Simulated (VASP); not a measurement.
# As in VASP: a series of runs

Runs on As. Level: PBE+D3(BJ). Tasks: single point.

Program: VASP 6.6.1. These are calculated values, not measurements. Logs are shortened: lines on timing, memory, paths and dates and some standing lists are left out, and cuts for length are marked.

### Step 1. The cell of the first run

The cell holds a slab with vacuum, 4 atoms: a = 3.571 Å, b = 3.571 Å, c = 20.295 Å, α = 90.00°, β = 90.00°, γ = 120.00°.

### Step 2. Single point, PBE+D3(BJ)

INCAR reads:

```
PREC     = Accurate       # precision mode
ENCUT    = 520            # plane-wave cutoff, eV
EDIFF    = 1E-6           # SCF threshold, eV
ISMEAR   = 0              # smearing method
SIGMA    = 0.05           # smearing width, eV
LREAL    = F              # projectors in reciprocal space
LASPH    = T              # aspherical terms in the spheres
NELM     = 80             # most SCF steps
ALGO     = Normal         # electronic algorithm
ISIF     = 2              # what is computed and relaxed
LWAVE    = F              # write WAVECAR
LCHARG   = F              # write CHGCAR
LDIPOL   = T            
IDIPOL   = 3            
DIPOL    = 0.5 0.5 0.367
GGA      = PE             # functional
IVDW     = 12             # dispersion correction
NBANDS   = 18             # bands
```

KPOINTS reads:

```
Automatic mesh
0
Gamma
  9 9 1
```

POSCAR reads:

```
As
1.0
    3.5713375816      0.0000000000      0.0000000000
   -1.7856687908      3.0928690711      0.0000000000
    0.0000000000      0.0000000000     20.2952790253
As
4
Direct
    0.3333333333      0.6666666667      0.2905522668
    0.6666666667      0.3333333333      0.2217264416
    0.1666666667      1.6666666667      0.5130705709
    0.5000000000      1.3333333333      0.4442462673
```

Potentials or basis: VASP PAW PBE potentials, release 64 (As).

On the command line:

```console
cat potpaw_PBE.64/As/POTCAR > POTCAR
mpirun -np 1 vasp_std > vasp.out
```

OUTCAR:

```text
PREC = Accurate
   ENCUT = 520
   EDIFF = 1E-6
   ISMEAR = 0
   LREAL = F
   LASPH = T
   NELM = 80
   ISIF = 2
   GGA = PE
   IVDW = 12
 IVDW          = 12

 ion  position               nearest neighbor table
   1  0.333  0.667  0.291-   2 2.49   2 2.49   2 2.49
   2  0.667  0.333  0.222-   1 2.49   1 2.49   1 2.49
   3  0.167  0.667  0.513-   4 2.49   4 2.49   4 2.49
   4  0.500  0.333  0.444-   3 2.49   3 2.49   3 2.49

  LATTYP: Found a hexagonal cell.
 ALAT       =     3.5713375816
 C/A-ratio  =     5.6828229092

  Lattice vectors:

 A1 = (   3.5713375816,   0.0000000000,   0.0000000000)
 A2 = (  -1.7856687908,   3.0928690711,   0.0000000000)
 A3 = (   0.0000000000,   0.0000000000,  20.2952790253)

Analysis of symmetry for initial positions (statically):
=====================================================================
 Subroutine PRICEL returns:
 Original cell was already a primitive cell.

 Routine SETGRP: Setting up the symmetry group for a
 hexagonal supercell.

 Subroutine GETGRP returns: Found  2 space group operations
 (whereof  1 operations were pure point group operations)
 out of a pool of 24 trial point group operations.

The static configuration has the point symmetry C_1 .
 The point group associated with its full space group is S_2 .

Analysis of symmetry for dynamics (positions and initial velocities):
=====================================================================
 Subroutine PRICEL returns:
 Original cell was already a primitive cell.

 Routine SETGRP: Setting up the symmetry group for a
 hexagonal supercell.

 Subroutine GETGRP returns: Found  2 space group operations
 (whereof  1 operations were pure point group operations)
 out of a pool of 24 trial point group operations.

The dynamic configuration has the point symmetry C_1 .
 The point group associated with its full space group is S_2 .

 Subroutine INISYM returns: Found  2 space group operations
 (whereof  1 operations are pure point group operations),
 and found     1 'primitive' translations

----------------------------------------------------------------------------------------

                                     Primitive cell

  volume of cell :     224.1751

  direct lattice vectors                    reciprocal lattice vectors
     3.571337582  0.000000000  0.000000000     0.280007134  0.161662194  0.000000000
    -1.785668791  3.092869071  0.000000000     0.000000000  0.323324388  0.000000000
     0.000000000  0.000000000 20.295279025     0.000000000  0.000000000  0.049272543

  length of vectors
     3.571337582  3.571337582 20.295279025     0.323324388  0.323324388  0.049272543

  position of ions in fractional coordinates (direct lattice)
     0.333333333  0.666666667  0.290552267
     0.666666667  0.333333333  0.221726442
     0.166666667  0.666666667  0.513070571
     0.500000000  0.333333333  0.444246267

  ion indices of the primitive-cell ions
   primitive index   ion index
                 1           1
                 2           2
                 3           3
                 4           4

----------------------------------------------------------------------------------------

 KPOINTS: Automatic mesh

Automatic generation of k-mesh.
 Grid dimensions read from file:
 generate k-points for:    9    9    1

 Generating k-lattice:

  Cartesian coordinates                     Fractional coordinates (reciprocal lattice)
     0.031111904  0.017962466  0.000000000     0.111111111 -0.000000000  0.000000000
     0.000000000  0.035924932  0.000000000     0.000000000  0.111111111  0.000000000
     0.000000000  0.000000000  0.049272543     0.000000000  0.000000000  1.000000000

  Length of vectors
     0.035924932  0.035924932  0.049272543

  Shift w.r.t. Gamma in fractional coordinates (k-lattice)
     0.000000000  0.000000000  0.000000000

 Subroutine IBZKPT returns following result:
 ===========================================

 Found     41 irreducible k-points:

 Following reciprocal coordinates:
            Coordinates               Weight
  0.000000  0.000000  0.000000      1.000000
  0.111111 -0.000000  0.000000      2.000000
  0.000000  0.111111  0.000000      2.000000
 -0.111111  0.111111  0.000000      2.000000
  0.222222  0.000000  0.000000      2.000000
  0.000000  0.222222  0.000000      2.000000
[... 16 lines left out ...]
  0.333333  0.111111  0.000000      2.000000
 -0.111111  0.444444  0.000000      2.000000
 [... further k-points ...]
   k-points           NKPTS =     41   k-points in BZ     NKDIM =     41   number of bands    NBANDS=     18
   number of dos      NEDOS =    301   number of ions     NIONS =      4
   total plane-waves  NPLWV = 125440
   dimension x,y,z NGX =    28 NGY =   28 NGZ =  160
   dimension x,y,z NGXF=    56 NGYF=   56 NGZF=  320
   ions per type =               4
   NGX,Y,Z   is equivalent  to a cutoff of  13.03, 13.03, 13.11 a.u.
   NGXF,Y,Z  is equivalent  to a cutoff of  26.07, 26.07, 26.21 a.u.
 SYSTEM =  unknown system
   PREC   = accura    normal or accurate (medium, high low for compatibility)
   ISTART =      0    job   : 0-new  1-cont  2-samecut
   ICHARG =      2    charge: 1-file 2-atom 10-const
   ISPIN  =      1    spin polarized calculation?
   LNONCOLLINEAR =      F non collinear calculations
   LSORBIT =      F    spin-orbit coupling
   LASPH  =      T    aspherical Exc in radial PAW
   ENCUT  =  520.0 eV  38.22 Ry    6.18 a.u.   6.64  6.64 37.74*2*pi/ulx,y,z
   NELM   =     80;   NELMIN=  2; NELMDL= -5     # of ELM steps
   EDIFF  = 0.1E-05   stopping-criterion for ELM
   LREAL  =      F    real-space projection
   EDIFFG = 0.1E-04   stopping-criterion for IOM
   NSW    =      0    number of steps for IOM
   IBRION =     -1    ionic relax: 0-MD 1-quasi-New 2-CG
   NFREE  =      0    steps in history (QN), initial steepest desc. (CG)
   ISIF   =      2    stress and relaxation
   ISYM   =      2    0-nonsym 1-usesym 2-fastsym
   POTIM  = 0.5000    time-step for ionic-motion
   TEBEG  =    0.0;   TEEND  =   0.0 temperature during run
   PSTRESS=    0.0 pullay stress
   NELECT =      20.0000    total number of electrons
   NUPDOWN=      -1.0000    fix difference up-down
   EMIN   =  10.00;   EMAX   =-10.00  energy-range for DOS
   EFERMI =   0.00;   METHOD = LEGACY
   ISMEAR =     0;   SIGMA  =   0.05  broadening in eV -4-tet -1-fermi 0-gaus
   EFERMI_NEDOS =   21; number of points for ismear=-14 and -15
   IALGO  =     38    algorithm
   IMIX   =      4    mixing-type and parameters
     AMIX     =   0.40;   BMIX     =  1.00
     AMIX_MAG =   1.60;   BMIX_MAG =  1.00
  volume/ion in A,a.u.               =      56.04       378.20
  Fermi-wavevector in a.u.,A,eV,Ry     =   0.731513  1.382360  7.280641  0.535112
  Thomas-Fermi vector in A             =   1.823749
   LORBIT       =      0    0 simple, 1 ext, 2 COOP (PROOUT), +10 PAW based schemes
   GGA     = PE    functional components
   LHFCALC =     F    Hartree Fock is set to
   AEXX    =    0.0000 exact exchange contribution
   IVDW    =    12    specifies the selected vdW correction
   LEPSILON=     F    determine dielectric tensor
   LRPA    =     F    only Hartree local field effects (RPA)
 non-spin polarized calculation
 Gauss-broadening in eV      SIGMA  =   0.05
  energy-cutoff  :      520.00
  volume of cell :      224.18
 maximum number of plane-waves:      6099
   NGX = 13   NGY = 13   NGZ = 75

 dipolmoment           0.000000      0.000000      0.000033 electrons x Angstroem

 number of electron      20.0000002 magnetization

 dipolmoment           0.000000      0.000000     -0.000180 electrons x Angstroem

 Free energy of the ion-electron system (eV)
  ---------------------------------------------------
  ext. energy  EPLUGINS =         0.00000000
  ---------------------------------------------------
  free energy    TOTEN  =       -18.60451459 eV

  energy without entropy =      -18.60451459  energy(sigma->0) =      -18.60451459

 E-fermi :  -0.8927     XC(G=0):  -4.6300

 val. band max:       -1.1474005913   @ k =   0.1111  -0.0000   0.0000
 cond. band min:      -0.3671909079   @ k =   0.3333   0.0000   0.0000
 fundamental gap:      0.7802096835
 Fermi energy:        -0.8926577849

 k-point     1 :       0.0000    0.0000    0.0000
  band No.  band energies     occupation
      1     -15.2998      2.00000
      2     -15.1614      2.00000
      3      -9.2722      2.00000
      4      -8.4572      2.00000
      5      -2.9648      2.00000
      6      -1.6055      2.00000
[... 10 lines left out ...]
     17       3.2893      0.00000
     18       3.5187      0.00000

 k-point     2 :       0.1111   -0.0000    0.0000
  band No.  band energies     occupation
      1     -15.1319      2.00000
      2     -14.9935      2.00000
      3      -9.2169      2.00000
      4      -8.4539      2.00000
      5      -3.1726      2.00000
      6      -2.9050      2.00000
[... 10 lines left out ...]
     17       3.5104      0.00000
     18       3.7315      0.00000

 k-point     3 :       0.0000    0.1111    0.0000
  band No.  band energies     occupation
      1     -15.1316      2.00000
      2     -14.9937      2.00000
      3      -9.2127      2.00000
      4      -8.4584      2.00000
      5      -3.1776      2.00000
      6      -2.9257      2.00000
[... 10 lines left out ...]
     17       3.5094      0.00000
     18       3.7344      0.00000

 k-point     4 :      -0.1111    0.1111    0.0000
  band No.  band energies     occupation
      1     -15.1313      2.00000
      2     -14.9939      2.00000
      3      -9.2116      2.00000
      4      -8.4597      2.00000
      5      -3.1777      2.00000
      6      -2.9292      2.00000
[... 375 lines left out ...]
      4      -9.0200      2.00000
      5      -5.3430      2.00000
      6      -4.7983      2.00000
[... 10 lines left out ...]
     17       4.5580      0.00000
     18       4.7249      0.00000

 k-point    23 :       0.3333    0.1111    0.0000
  band No.  band energies     occupation
      1     -13.2884      2.00000
      2     -13.1460      2.00000
      3     -10.1589      2.00000
      4     -10.0318      2.00000
      5      -5.5625      2.00000
      6      -5.0558      2.00000
[... 10 lines left out ...]
     17       4.8198      0.00000
     18       5.5324      0.00000

 k-point    24 :      -0.1111    0.4444    0.0000
  band No.  band energies     occupation
      1     -13.2777      2.00000
      2     -13.1543      2.00000
      3     -10.1135      2.00000
      4     -10.0773      2.00000
      5      -5.5962      2.00000
      6      -4.9949      2.00000
[... 10 lines left out ...]
     17       4.9261      0.00000
     18       5.5496      0.00000

 [... further k-points ...]

------------------------ aborting loop because EDIFF is reached ----------------------------------------

 vacuum level on the upper side and lower side of the slab       (xc-potential included)        -0.141        -0.139

 Edisp (eV)   -1.11551

 E8    (eV) :    -0.4878

  FORCE on cell =-STRESS in cart. coord.  units (eV):
  Direction    XX          YY          ZZ          XY          YZ          ZX
  --------------------------------------------------------------------------------------
  -------------------------------------------------------------------------------------
  Total       0.32034     0.46177     0.23509    -0.02713    -0.14899     0.30721
  in kB       2.28945     3.30027     1.68016    -0.19389    -1.06485     2.19565
  external pressure =        2.42 kB  Pullay stress =        0.00 kB

 VOLUME and BASIS-vectors are now :
 -----------------------------------------------------------------------------
  energy-cutoff  :      520.00
  volume of cell :      224.18
      direct lattice vectors                 reciprocal lattice vectors
     3.571337582  0.000000000  0.000000000     0.280007134  0.161662194  0.000000000
    -1.785668791  3.092869071  0.000000000     0.000000000  0.323324388  0.000000000
     0.000000000  0.000000000 20.295279025     0.000000000  0.000000000  0.049272543

 POSITION                                       TOTAL-FORCE (eV/Angst)
 -----------------------------------------------------------------------------------
     -0.00000      2.06191      5.89684        -0.038056      0.021981      0.091317
      1.78567      1.03096      4.50000        -0.031918      0.013560     -0.090008
     -0.59522      2.06191     10.41291         0.031918     -0.013560      0.090008
      1.19045      1.03096      9.01610         0.038056     -0.021981     -0.091317
 -----------------------------------------------------------------------------------
    total drift:                                0.000028     -0.000021     -0.013516

  FREE ENERGIE OF THE ION-ELECTRON SYSTEM (eV)
  ---------------------------------------------------
  free  energy   TOTEN  =       -19.7200220702 eV

  energy  without entropy=      -19.7200220702  energy(sigma->0) =      -19.72002207

 vacuum level on the upper side and lower side of the slab         3.662         3.665
```

Wall time 2 min (1 thread of Intel Xeon 6975P-C (Granite Rapids), shared host); peak memory 0.4 GiB.

Results:

- Free energy: -19.7200 eV
- Largest force: 0.101 eV/Å
- Band gap on the k mesh: 0.78 eV, indirect (least direct gap 1.46 eV)
- Dispersion energy per atom: -0.279 eV

Forces on the atoms (eV/Å):
```
As  -0.038  0.022  0.091
As  -0.032  0.014 -0.090
As   0.032 -0.014  0.090
As   0.038 -0.022 -0.091
```

### Step 3. Single point, PBE+D3(BJ)

INCAR reads:

```
  PREC = Accurate
  ENCUT = 520
  EDIFF = 1E-6
  ISMEAR = 0
  SIGMA = 0.05
  LREAL = F
  LASPH = T
  NELM = 100
  ALGO = Normal
  ISIF = 2
  LWAVE = F
  LCHARG = T
  LDIPOL = T
  IDIPOL = 3
  DIPOL = 0.5 0.5 0.367
  GGA = PE
  IVDW = 12
  LELF = T
  LVHAR = T
  LVACPOTAV = T
  NBANDS = 18
```

KPOINTS is that of step 2.

POSCAR reads:

```
As
1.0
    3.5713375816      0.0000000000      0.0000000000
   -1.7856687908      3.0928690711      0.0000000000
    0.0000000000      0.0000000000     20.2952790253
As
4
Direct
    0.3333333333      0.6666666667      0.2904104675
    0.6666666667      0.3333333333      0.2217264416
    0.5000000000      1.3333333333      0.5124276950
    0.8333333333      1.0000000000      0.4437457529
```

Potentials or basis: VASP PAW PBE potentials, release 64 (As).

On the command line:

```console
cat potpaw_PBE.64/As/POTCAR > POTCAR
mpirun -np 1 vasp_std > vasp.out
```

It took 2 min on 1 thread of Intel Xeon 6975P-C (Granite Rapids), shared host; peak memory 0.4 GiB.

It converged, with:

| Item | Value |
| --- | --- |
| Free energy | -19.7067 eV |
| Largest force | 0.101 eV/Å |
| Band gap on the k mesh | 0.77 eV, indirect (least direct gap 1.53 eV) |
| Dispersion energy per atom | -0.279 eV |

Forces in eV/Å, atoms in the order of the input:
```
As  -0.033 -0.024  0.093
As  -0.020 -0.017 -0.091
As   0.020  0.017  0.091
As   0.033  0.024 -0.093
```

Levels at points of the mesh, in eV from the valence-band top:
| k point | band 7 | band 8 | band 9 | band 10 | band 11 | band 12 | band 13 | band 14 |
| --- | --- | --- | --- | --- | --- | --- | --- | --- |
| (0.00, 0.00, 0.00) | -0.45 | -0.41 | -0.39 | -0.13 | 1.50 | 2.19 | 2.97 | 3.06 |
